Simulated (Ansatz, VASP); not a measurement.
NaCl: VASP beside Ansatz

File POSCAR:

```
NaCl
1.0
    3.4184876590      0.0000000000      0.0000000000
    0.0000000000      3.4184876590      0.0000000000
    0.0000000000      0.0000000000      3.4184876590
Na Cl
1 1
Direct
    0.0000000000      0.0000000000      0.0000000000
    0.5000000000      0.5000000000      0.5000000000
```

Contents of INCAR.step1:

```
SYSTEM = NaCl
  ALGO = Normal
  EDIFF = 1E-4
  ENCUT = 520
  GGA = PE
  ISMEAR = 0
  LASPH = .True.
  LCHARG = .False.
  LREAL = .False.
  LWAVE = .True.
  NBANDS = 14
  NELM = 60
  PREC = Accurate
  SIGMA = 0.02
```

Contents of INCAR.step2:

```
SYSTEM = NaCl
  ALGO = Normal
  EDIFF = 1E-6
  ENCUT = 520
  ISIF = 2
  ISMEAR = 0
  ISTART = 1
  LASPH = .True.
  LCHARG = .False.
  LMIXTAU = .True.
  LREAL = .False.
  LWAVE = .False.
  METAGGA = R2SCAN
  NBANDS = 14
  NELM = 60
  PREC = Accurate
  SIGMA = 0.02
```

File KPOINTS:

```
k-points
0
Gamma
  6 6 6
  0 0 0
```

Input for Ansatz:

```yaml
crystal:
  lattice:
    - [3.418487659, 0.0, 0.0]
    - [0.0, 3.418487659, 0.0]
    - [0.0, 0.0, 3.418487659]
  atoms:
    - { symbol: Na, position: [0.0, 0.0, 0.0] }
    - { symbol: Cl, position: [0.5, 0.5, 0.5] }
basis:
  ecutwfc: 500
kpoints:
  mp_grid: { grid: [6, 6, 6] }
hamiltonian:
  xc: r2scan
scf:
  occupations: { method: gaussian, width: 0.02 }
output:
  forces: true
  stress: true
  eigenvalues: true
```

Alike in both runs: task single point; functional r2SCAN; k mesh 6 × 6 × 6; occupations gaussian, width 0.02 eV; no spin polarisation.

```csv
,VASP,Ansatz
version,VASP 6.6.1,Ansatz 0.2.0
potentials or method,"VASP PAW PBE potentials, release 64 (Na_pv, Cl), cutoff 520 eV","scalar-relativistic, plane waves, PAW"
valence electrons in the cell,14,16
```

```tsv
	VASP	Ansatz	Ansatz less VASP
gap on the k mesh at the Fermi level (eV)	5.09	5.06	-0.034
least direct gap on the mesh (eV)	5.66	5.63	-0.032
pressure (GPa)	1.0	1.2	+0.20
```

VASP's potentials were made for PBE, not for r2SCAN. VASP's potentials hold 14 valence electrons a cell and Ansatz's 16, so a difference there can come from the potentials and not from the codes.
